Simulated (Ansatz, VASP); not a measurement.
# GeCl2 in VASP and in Ansatz

File INCAR:

```
SYSTEM = GeCl2
  PREC = Accurate
  ENCUT = 600
  EDIFF = 1E-6
  ISMEAR = 0
  SIGMA = 0.1
  LREAL = .False.
  LASPH = .True.
  NELM = 80
  ALGO = Normal
  ISIF = 3
  LWAVE = .False.
  LCHARG = .False.
  GGA = PE
  IVDW = 12
  IBRION = 2
  NSW = 90
  EDIFFG = -0.04
```

KPOINTS

```
regular mesh
0
Gamma
  6 6 2
  0 0 0
```

Contents of POSCAR:

```
GeCl2
1.0
    3.5399982200      0.0000000000      0.0000000000
   -1.7699991100      3.0657283900      0.0000000000
    0.0000000000      0.0000000000     11.7599999700
Ge Cl
2 4
Direct
    0.0000000000      0.0000000000      0.0000000000
    0.0000000000      0.0000000000      0.5000000000
    0.6666666700      0.3333333300      0.1237244900
    0.3333333300      0.6666666700      0.8762755100
    0.6666666700      0.3333333300      0.3762755100
    0.3333333300      0.6666666700      0.6237244900
```

Input for Ansatz:

```yaml
crystal:
  lattice:
    - [3.53999822, 0.0, 0.0]
    - [-1.76999911, 3.06572839, 0.0]
    - [0.0, 0.0, 11.75999997]
  atoms:
    - { symbol: Ge, position: [0.0, 0.0, 0.0] }
    - { symbol: Ge, position: [0.0, 0.0, 0.5] }
    - { symbol: Cl, position: [0.66666667, 0.33333333, 0.12372449] }
    - { symbol: Cl, position: [0.33333333, 0.66666667, 0.87627551] }
    - { symbol: Cl, position: [0.66666667, 0.33333333, 0.37627551] }
    - { symbol: Cl, position: [0.33333333, 0.66666667, 0.62372449] }
basis:
  ecutwfc: 420
kpoints:
  mp_grid: { grid: [6, 6, 2] }
hamiltonian:
  xc: pbe
  dispersion: d3bj
scf:
  occupations: { method: gaussian, width: 0.1 }
  lower_state_search: "off"
output:
  forces: true
  stress: true
  eigenvalues: true
relax:
  adjacent_minimum: "off"
  f_tol: 0.04
  max_steps: 70
  cell: { stress_tol: 0.4 }
```

Alike in both runs: task relaxation of cell and atoms; functional PBE; dispersion D3(BJ); k mesh 6 × 6 × 2; occupations gaussian, width 0.1 eV; no spin polarisation.

|  | VASP | Ansatz |
| --- | --- | --- |
| version | VASP 6.6.1 | Ansatz 0.2.0 |
| potentials or method | VASP PAW PBE potentials, release 64 (Ge_d, Cl), cutoff 600 eV | scalar-relativistic, plane waves, PAW |
| valence electrons in the cell | 56 | 56 |

Ansatz gave:

| Item | Value |
| --- | --- |
| gap on the k mesh at the Fermi level, each at its own relaxed structure (eV) | 2.57 |
| relaxed volume (Å³/atom) | 28.60 |
| relaxed length of the cell vector where the two differ most in proportion (Å) | 13.184 |

**Question.** What did VASP give for the same quantities?

**Answer.** gap on the k mesh at the Fermi level, each at its own relaxed structure (eV): 2.53; relaxed volume (Å³/atom): 28.38; relaxed length of the cell vector where the two differ most in proportion (Å): 13.016.

Ansatz's warnings: dispersion switch in reach, relaxed geometry near dispersion switch.

Noted on VASP's run: the volume moved by over 15 % at a fixed basis, so the end points are rough.
